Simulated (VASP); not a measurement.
Set up this calculation in VASP 6.6.1, as the native input.

| Item | Value |
| --- | --- |
| Task | single point |
| Functional | r2SCAN |
| Potentials or basis | VASP PAW PBE potentials, release 64 (Ta_pv, C) |
| Cutoff | 520 eV |
| k mesh | 12 × 12 × 7 |
| Occupations | fermi-dirac, width 0.1 eV |
| Spin | no spin polarisation |
| Dipole correction | no |
| Further INCAR settings | ALGO = Normal; EDIFF = 1e-06; NBANDS = 20 |

The system is Ta2C.

```
Ta C
1.0
     3.15244    0.00000    0.00000
    -1.57622    2.73009    0.00000
     0.00000    0.00000    5.00705
Ta C
2 1
Cartesian
  0.0000 1.8201 1.2577
  1.5762 0.9100 3.7494
  0.0000 0.0000 0.0000
```

The input as run:

POSCAR

```
Ta2C
1.0
    3.1524364287     -0.0000000029      0.0000000000
   -1.5762182119      2.7300900325      0.0000000000
    0.0000000000      0.0000000000      5.0070524300
Ta C
2 1
Direct
    0.3333333333      0.6666666667      0.2511851164
    0.6666666667      0.3333333333      0.7488148836
    0.0000000000      0.0000000000      0.0000000000
```

INCAR.step1

```
SYSTEM = Ta2C
PREC     = Accurate       ! precision mode
ENCUT    = 520            ! plane-wave cutoff, eV
ISMEAR   = -1             ! smearing method
SIGMA    = 0.1            ! smearing width, eV
LREAL    = .FALSE.        ! projectors in reciprocal space
LASPH    = .TRUE.         ! aspherical terms in the spheres
NELM     = 60             ! most SCF steps
NBANDS   = 20             ! bands
GGA      = PE             ! functional
ALGO     = Normal         ! electronic algorithm
EDIFF    = 1E-4           ! SCF threshold, eV
LWAVE    = .TRUE.         ! write WAVECAR
LCHARG   = .FALSE.        ! write CHGCAR
```

INCAR.step2

```
SYSTEM = Ta2C
PREC     = Accurate       ! precision mode
ENCUT    = 520            ! plane-wave cutoff, eV
EDIFF    = 1E-6           ! SCF threshold, eV
ISMEAR   = -1             ! smearing method
SIGMA    = 0.1            ! smearing width, eV
LREAL    = .FALSE.        ! projectors in reciprocal space
LASPH    = .TRUE.         ! aspherical terms in the spheres
NELM     = 60             ! most SCF steps
ALGO     = Normal         ! electronic algorithm
ISIF     = 2              ! what is computed and relaxed
LWAVE    = .FALSE.        ! write WAVECAR
LCHARG   = .TRUE.         ! write CHGCAR
METAGGA  = R2SCAN         ! meta-GGA
LMIXTAU  = .TRUE.       
LELF     = .TRUE.         ! ELF
LVHAR    = .TRUE.       
NBANDS   = 20             ! bands
ISTART   = 1
```

KPOINTS

```
Automatic mesh
0
G
  12 12 7
  0 0 0
```

Potentials or basis: VASP PAW PBE potentials, release 64 (Ta_pv, C).

Launch:

```sh
$ cat potpaw_PBE.64/Ta_pv/POTCAR potpaw_PBE.64/C/POTCAR > POTCAR
$ cp INCAR.step1 INCAR
$ mpirun -np 1 vasp_std > vasp.out
$ cp INCAR.step2 INCAR
$ mpirun -np 1 vasp_std > vasp.out
```

It gave:

The pressure is -9.2 GPa, the largest force is 0.033 eV/Å and the band gap on the k mesh is zero (band 13 reaches 6.73 eV, above the bottom of band 14 at 6.04 eV).

Caveat: the PAW data sets were made with another functional, which shifts forces and pressure a little; spin-orbit coupling is left out, which moves the levels of the heavy elements.

Wall time 3.1 min on 1 thread of AMD EPYC 9R45 96-Core Processor (Zen 5), on a shared host, peak memory 0.2 GiB.
